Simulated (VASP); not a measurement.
Write the native input for VASP 6.6.1 that does the following.

```
Task                   : relaxation of cell and atoms
Functional             : PBEsol
Potentials or basis    : VASP PAW PBE potentials, release 64 (Al, N)
Cutoff                 : 600 eV
k mesh                 : 9 × 9 × 6
Occupations            : gaussian, width 0.01 eV
Spin                   : no spin polarisation
Target pressure        : 5 GPa
Dipole correction      : no
Further INCAR settings : ALGO = Normal; EDIFF = 1e-06; IBRION = 2; EDIFFG = -0.001; NSW = 80; ISIF = 3
```

The structure of AlN lies in POSCAR:

```
AlN
1.0
    3.1138126630      0.0000000000      0.0000000000
   -1.5569063315      2.6966408688      0.0000000000
    0.0000000000      0.0000000000      4.9833864622
Al N
2 2
Direct
    0.3333333333      0.6666666667     -0.0009968572
    0.6666666667      0.3333333333      0.4990031428
    0.3333333333      0.6666666667      0.3809968572
    0.6666666667      0.3333333333      0.8809968572
```

The input as run:

INCAR

```
ALGO = Normal
EDIFF = 1E-6
EDIFFG = -0.001
ENCUT = 600
GGA = PS
IBRION = 2
ISIF = 3
ISMEAR = 0
LASPH = T
LCHARG = F
LREAL = F
LWAVE = F
NELM = 100
NSW = 80
PREC = Accurate
PSTRESS = 50.0
SIGMA = 0.01
```

KPOINTS

```
k-points
0
Gamma
  9 9 6
```

Potentials or basis: VASP PAW PBE potentials, release 64 (Al, N).

Command:

```bash
$ cat potpaw_PBE.64/Al/POTCAR potpaw_PBE.64/N/POTCAR > POTCAR
$ mpirun -np 1 vasp_std > vasp.out
```

It gave:

| Item | Value |
| --- | --- |
| Relaxed volume | 10.21 Å³/atom |
| Relaxed cell | a = 3.090 Å, b = 3.090 Å, c = 4.937 Å, α = 90.00°, β = 90.00°, γ = 120.00° |
| Space group after relaxing (to 0.05 Å) | P6_3mc (No. 186) |
| Energy change on relaxing (the enthalpy is what falls) | +3.7 meV/atom |
| Ionic steps | 9 |
| Pressure after relaxing | 5.0 GPa |
| Band gap on the k mesh | 4.31 eV, direct |

Caveat: the cell is relaxed towards a set pressure, so the enthalpy falls and the energy may rise; the PAW data sets were made with another functional, which shifts forces and pressure a little.

Wall time 3.2 min on 1 thread of Intel(R) Xeon(R) Platinum 8488C (Sapphire Rapids) (shared host), peak memory 0.18 GiB.
